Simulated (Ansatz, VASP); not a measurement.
**Two plane-wave programs on SbP**

```
CELL_PARAMETERS angstrom
0.00000 3.17860 3.17860
3.17860 0.00000 3.17860
3.17860 3.17860 0.00000
ATOMIC_POSITIONS crystal
Sb 0.00000 0.00000 0.00000
P 0.25000 0.25000 0.25000
```

Alike in both runs: task single point; functional PBE; k mesh 12 × 12 × 12; occupations fermi-dirac, width 0.15 eV; no spin polarisation.

|  | VASP | Ansatz |
| --- | --- | --- |
| version | VASP 6.6.1 | Ansatz 0.2.0 |
| potentials or method | VASP PAW PBE potentials, release 64 (Sb, P), cutoff 500 eV | scalar-relativistic, plane waves, PAW |
| valence electrons in the cell | 10 | 20 |

```tsv
	VASP	Ansatz	Ansatz less VASP
gap on the k mesh at the Fermi level (eV)	none	none	-
pressure (GPa)	-1.0	-0.9	+0.01
```

A gap of «none» marks a metal or a gap that the smearing closes. VASP's potentials hold 10 valence electrons a cell and Ansatz's 20, so a difference there can come from the potentials and not from the codes.

Spin-orbit coupling is off throughout.
